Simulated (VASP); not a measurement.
# CoSi2 (Fm-3m) in VASP: further runs

CoSi2 is run at these levels: PBEsol+D3(BJ), PBEsol; tasks: single point.

Program: VASP 6.6.1. These are calculated values, not measurements. Logs are shortened: lines on timing, memory, paths and dates and some standing lists are left out, and cuts for length are marked.

### 1 The cell of the first run

Symmetry: Fm-3m, No. 225, cubic system. The conventional cell has a = 5.267 Å, b = 5.267 Å, c = 5.267 Å, α = 90.00°, β = 90.00°, γ = 90.00°. Within 3.0 Å of Co (site symmetry m-3m) lie 8 Si at 2.28 Å. Si (site symmetry -43m) has 4 Co at 2.28 Å and 6 Si at 2.63 Å within 3.0 Å.

### 2 Single point, PBEsol+D3(BJ), collinear spin, ferromagnetic start

Input file INCAR:

```
ALGO = Normal
EDIFF = 1E-7
ENCUT = 520
GGA = PS
ISIF = 2
ISMEAR = -1
ISPIN = 2
IVDW = 12
LASPH = True
LCHARG = False
LMAXMIX = 4
LORBIT = 11
LREAL = False
LWAVE = False
MAGMOM = 2 0 0
NBANDS = 20
NELM = 150
PREC = Accurate
SIGMA = 0.05
```

Input file KPOINTS:

```
k-points
0
Gamma
  9 9 9
```

Input file POSCAR:

```
CoSi2
1.0
    0.0000000000      2.6335876578      2.6335876578
    2.6335876578      0.0000000000      2.6335876578
    2.6335876578      2.6335876578      0.0000000000
Co Si
1 2
Direct
    0.0000000000      0.0000000000      0.0000000000
    0.7500000000      0.7500000000      0.7500000000
    0.2500000000      0.2500000000      0.2500000000
```

Potentials or basis: VASP PAW PBE potentials, release 64 (Co, Si).

Launch:

```bash
> cat potpaw_PBE.64/Co/POTCAR potpaw_PBE.64/Si/POTCAR > POTCAR
> mpirun -np 1 vasp_std > vasp.out
```

OUTCAR:

```text
EDIFF = 1E-7
   ENCUT = 520
   GGA = PS
   ISIF = 2
   ISMEAR = -1
   ISPIN = 2
   IVDW = 12
   LASPH = True
   LORBIT = 11
   LREAL = False
   NELM = 150
   PREC = Accurate
 IVDW          = 12

 ion  position               nearest neighbor table
   1  0.000  0.000  0.000-   2 2.28   3 2.28   2 2.28   2 2.28   2 2.28   3 2.28   3 2.28   3 2.28

   2  0.750  0.750  0.750-   1 2.28   1 2.28   1 2.28   1 2.28   3 2.63   3 2.63   3 2.63   3 2.63
                             3 2.63   3 2.63
   3  0.250  0.250  0.250-   1 2.28   1 2.28   1 2.28   1 2.28   2 2.63   2 2.63   2 2.63   2 2.63
                             2 2.63   2 2.63

  LATTYP: Found a face centered cubic cell.
 ALAT       =     5.2671753156

  Lattice vectors:

 A1 = (   0.0000000000,   2.6335876578,   2.6335876578)
 A2 = (   2.6335876578,   0.0000000000,   2.6335876578)
 A3 = (   2.6335876578,   2.6335876578,   0.0000000000)

Analysis of symmetry for initial positions (statically):
=====================================================================
 Subroutine PRICEL returns:
 Original cell was already a primitive cell.

 Routine SETGRP: Setting up the symmetry group for a
 face centered cubic supercell.

 Subroutine GETGRP returns: Found 48 space group operations
 (whereof 48 operations were pure point group operations)
 out of a pool of 48 trial point group operations.

The static configuration has the point symmetry O_h .

Analysis of symmetry for dynamics (positions and initial velocities):
=====================================================================
 Subroutine PRICEL returns:
 Original cell was already a primitive cell.

 Routine SETGRP: Setting up the symmetry group for a
 face centered cubic supercell.

 Subroutine GETGRP returns: Found 48 space group operations
 (whereof 48 operations were pure point group operations)
 out of a pool of 48 trial point group operations.

The dynamic configuration has the point symmetry O_h .

Analysis of structural, dynamic, and magnetic symmetry:
=====================================================================
 Subroutine PRICEL returns:
 Original cell was already a primitive cell.

 Routine SETGRP: Setting up the symmetry group for a
 face centered cubic supercell.

 Subroutine GETGRP returns: Found 48 space group operations
 (whereof 48 operations were pure point group operations)
 out of a pool of 48 trial point group operations.

The overall configuration has the point symmetry O_h .

 Subroutine INISYM returns: Found 48 space group operations
 (whereof 48 operations are pure point group operations),
 and found     1 'primitive' translations

----------------------------------------------------------------------------------------

[... 124 lines left out ...]
   LRPA    =     F    only Hartree local field effects (RPA)
 spin polarized calculation
  energy-cutoff  :      520.00
  volume of cell :       36.53
 maximum number of plane-waves:      1002
   NGX = 13   NGY = 13   NGZ = 13

 number of electron      17.0000007 magnetization      -0.0004657

 number of electron      17.0000007 magnetization       0.0000207

 Free energy of the ion-electron system (eV)
  ---------------------------------------------------
  ext. energy  EPLUGINS =         0.00000000
  ---------------------------------------------------
  free energy    TOTEN  =       -20.96524365 eV

  energy without entropy =      -20.95508403  energy(sigma->0) =      -20.96016384

 E-fermi :  10.6482     XC(G=0): -12.0867

 val. band max:       10.6358570018   @ k =  -0.2222   0.1111   0.0000
 cond. band min:      10.6666206254   @ k =   0.3333   0.1111   0.0000
 fundamental gap:      0.0307636236
 Fermi energy:        10.6482185383

 spin component 1

 k-point     1 :       0.0000    0.0000    0.0000
  band No.  band energies     occupation
      1      -2.8270      1.00000
      2       6.3767      1.00000
      3       6.3767      1.00000
      4       6.3767      1.00000
      5       8.6121      1.00000
      6       8.6121      1.00000
[... 541 lines left out ...]
     19      26.1422      0.00000
     20      26.3031      0.00000

 [... further k-points ...]

 spin component 2

 k-point     1 :       0.0000    0.0000    0.0000
  band No.  band energies     occupation
      1      -2.8270      1.00000
      2       6.3766      1.00000
      3       6.3766      1.00000
      4       6.3766      1.00000
      5       8.6120      1.00000
      6       8.6120      1.00000
[... 541 lines left out ...]
     19      26.1421      0.00000
     20      26.3031      0.00000

 [... further k-points ...]

------------------------ aborting loop because EDIFF is reached ----------------------------------------

 Edisp (eV)   -1.21959

 E8    (eV) :    -0.7824

  FORCE on cell =-STRESS in cart. coord.  units (eV):
  Direction    XX          YY          ZZ          XY          YZ          ZX
  --------------------------------------------------------------------------------------
  -------------------------------------------------------------------------------------
  Total       0.02275     0.02275     0.02275    -0.00000    -0.00000    -0.00000
  in kB       0.99779     0.99779     0.99779    -0.00000    -0.00000    -0.00000
  external pressure =        1.00 kB  Pullay stress =        0.00 kB

 VOLUME and BASIS-vectors are now :
 -----------------------------------------------------------------------------
  energy-cutoff  :      520.00
  volume of cell :       36.53
      direct lattice vectors                 reciprocal lattice vectors
     0.000000000  2.633587658  2.633587658    -0.189855082  0.189855082  0.189855082
     2.633587658  0.000000000  2.633587658     0.189855082 -0.189855082  0.189855082
     2.633587658  2.633587658  0.000000000     0.189855082  0.189855082 -0.189855082

 POSITION                                       TOTAL-FORCE (eV/Angst)
 -----------------------------------------------------------------------------------
      0.00000      0.00000      0.00000         0.000000      0.000000      0.000000
      3.95038      3.95038      3.95038        -0.000000      0.000000      0.000000
      1.31679      1.31679      1.31679         0.000000     -0.000000     -0.000000
 -----------------------------------------------------------------------------------
    total drift:                               -0.000000     -0.000000      0.000000

  FREE ENERGIE OF THE ION-ELECTRON SYSTEM (eV)
  ---------------------------------------------------
  free  energy   TOTEN  =       -22.1848313122 eV

  energy  without entropy=      -22.1746716873  energy(sigma->0) =      -22.17975150

 total charge

# of ion       s       p       d       tot
------------------------------------------
    1        0.570   0.783   7.657   9.009
    2        0.717   0.905   0.000   1.622
    3        0.717   0.905   0.000   1.622
--------------------------------------------------
tot          2.003   2.593   7.657  12.253

 magnetization (x)

# of ion       s       p       d       tot
------------------------------------------
    1       -0.000  -0.000  -0.000  -0.000
    2        0.000   0.000   0.000   0.000
    3        0.000   0.000   0.000   0.000
--------------------------------------------------
tot          0.000  -0.000  -0.000  -0.000
```

stdout:

```text
POSCAR found type information on POSCAR CoSi
 POSCAR found :  2 types and       3 ions
 scaLAPACK will be used
 -----------------------------------------------------------------------------
|                                                                             |
|                                                                             |
|     You enforced a specific xc type in the INCAR file but a different       |
|     I HOPE YOU KNOW WHAT YOU ARE DOING!                                     |
|                                                                             |
 -----------------------------------------------------------------------------

 LDA part: xc-table for (Slater+PW92), standard interpolation
 POSCAR, INCAR and KPOINTS ok, starting setup
 FFT: planning ... GRIDC
 FFT: planning ... GRID_SOFT
 FFT: planning ... GRID
 WAVECAR not read
 entering main loop
```

It took 41 s on 1 thread of AMD EPYC 7R43 (Zen 3), shared host; peak memory 0.16 GiB.

What came out:

```
Free energy                                           : -22.1848 eV
Pressure                                              : 0.1 GPa
Net moment                                            : 0.00 μB per cell
Valence electrons inside the program's atomic spheres : Co 9.01; Si 1.62
Dispersion energy per atom                            : -0.407 eV
```

Levels at points of the mesh, in eV from the Fermi level:
Spin up:
```
           k point  band 5  band 6  band 7  band 8  band 9  band 10  band 11  band 12  band 13  band 14
(0.00, 0.00, 0.00)   -2.04   -2.04    1.34    3.48    3.48     3.48     3.67     3.67     3.67     5.92
```
Spin down:
| k point | band 7 | band 8 | band 9 | band 10 | band 11 | band 12 |
| --- | --- | --- | --- | --- | --- | --- |
| (0.00, 0.00, 0.00) | 1.34 | 3.48 | 3.48 | 3.48 | 3.67 | 3.67 |

Caveat: the starting moments collapsed, and a magnetic state may lie lower; the PAW data sets were made with another functional, which shifts forces and pressure a little; pairwise dispersion overbinds metals, which lowers pressure and volume.

### 3 Single point, PBEsol, collinear spin, ferromagnetic start

This run uses another cell than the first one, of 12.04 Å³/atom, 0.988 times its volume.

Input file INCAR:

```
SYSTEM = CoSi2
PREC = Accurate ; ENCUT = 520
EDIFF = 1E-7 ; ISMEAR = -1
SIGMA = 0.05 ; LREAL = .FALSE.
LASPH = .TRUE. ; NELM = 150
ALGO = Normal ; ISIF = 2
LWAVE = .FALSE. ; LCHARG = .FALSE.
ISPIN = 2 ; MAGMOM = 2 0 0
LORBIT = 11 ; LMAXMIX = 4
GGA = PS ; NBANDS = 20
```

Input file KPOINTS:

```
Automatic mesh
0
G
  9 9 9
  0 0 0
```

Input file POSCAR:

```
CoSi2
1.0
    0.0000000000      2.6233315991      2.6233315991
    2.6233315991      0.0000000000      2.6233315991
    2.6233315991      2.6233315991      0.0000000000
Co Si
1 2
Direct
    0.0000000000      0.0000000000      0.0000000000
    0.7500000000      0.7500000000      0.7500000000
    0.2500000000      0.2500000000      0.2500000000
```

Potentials or basis: VASP PAW PBE potentials, release 64 (Co, Si).

Launch:

```bash
> cat potpaw_PBE.64/Co/POTCAR potpaw_PBE.64/Si/POTCAR > POTCAR
> mpirun -np 1 vasp_std > vasp.out
```

Wall time 22 s (1 thread of Intel Xeon 6975P-C (Granite Rapids), shared host); peak memory 0.18 GiB.

The run converged. Its results:

* Free energy: -20.9472 eV
* Pressure: 8.1 GPa
* Net moment: 0.00 μB per cell
* Valence electrons inside the program's atomic spheres: Co 9.04; Si 1.63

Levels at points of the mesh, in eV from the Fermi level:
Spin up:
```
           k point  band 5  band 6  band 7  band 8  band 9  band 10  band 11  band 12  band 13  band 14
(0.00, 0.00, 0.00)   -2.08   -2.08    1.46    3.48    3.48     3.48     3.72     3.72     3.72     5.98
```
Spin down:
```tsv
k point	band 7	band 8	band 9	band 10	band 11	band 12
(0.00, 0.00, 0.00)	1.46	3.48	3.48	3.48	3.72	3.72
```

Caveat: the starting moments collapsed, and a magnetic state may lie lower; the PAW data sets were made with another functional, which shifts forces and pressure a little.

[end of part 1 of 2]
